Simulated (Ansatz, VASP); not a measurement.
# O: VASP beside Ansatz

INCAR

```
SYSTEM = O
  PREC = Accurate
  ENCUT = 520
  EDIFF = 1E-6
  ISMEAR = -5
  SIGMA = 0.1
  LREAL = .FALSE.
  LASPH = .TRUE.
  NELM = 100
  ALGO = Normal
  ISIF = 2
  LWAVE = .FALSE.
  LCHARG = .FALSE.
  GGA = PE
  NBANDS = 13
```

Contents of KPOINTS:

```
Automatic mesh
0
G
  11 11 11
  0 0 0
```

Contents of POSCAR:

```
O
1.0
    1.4233490221      0.8217709410      3.4083000000
   -1.4233490221      0.8217709410      3.4083000000
    0.0000000000     -1.6435418821      3.4083000000
O
2
Direct
    0.0577000000      0.0577000000      0.0577000000
    0.9423000000      0.9423000000      0.9423000000
```

Input for Ansatz:

```yaml
crystal:
  lattice:
    - [1.4233490221, 0.821770941, 3.4083]
    - [-1.4233490221, 0.821770941, 3.4083]
    - [0.0, -1.6435418821, 3.4083]
  atoms:
    - { symbol: O, position: [0.0577, 0.0577, 0.0577] }
    - { symbol: O, position: [0.9423, 0.9423, 0.9423] }
kpoints:
  mp_grid: { grid: [11, 11, 11] }
scf:
  occupations: { method: tetrahedron }
hamiltonian:
  xc: pbe
  pseudopotentials: { kind: all_electron, lapw: { basis_error: 0.001 } }
output:
  forces: true
  stress: true
  eigenvalues: true
```

Alike in both runs: task single point; functional PBE; k mesh 11 × 11 × 11; occupations tetrahedron; no spin polarisation.

|  | VASP | Ansatz |
| --- | --- | --- |
| version | VASP 6.6.1 | Ansatz 0.2.0 |
| potentials or method | VASP PAW PBE potentials, release 64 (O), cutoff 520 eV | all-electron LAPW, scalar-relativistic |

|  | VASP | Ansatz | Ansatz less VASP |
| --- | --- | --- | --- |
| pressure (GPa) | 9.4 | 5.4 | -4.00 |
| traceless stress, the component that is largest in VASP (GPa) | 31.32 | 22.66 | -8.660 |
| rms of the force components (eV/Å) | 2.477 | 1.514 | -0.9633 |

Atom by atom the forces differ by 0.963 eV/Å (rms over components). Ansatz ran all-electron here, and VASP with PAW potentials. Ansatz's warnings: band table not solved further, tetrahedron derivatives may miss energy slope.

Noted on VASP's run: the standard files for N, O and F lose accuracy on very short bonds; spin is off for a triplet molecule.
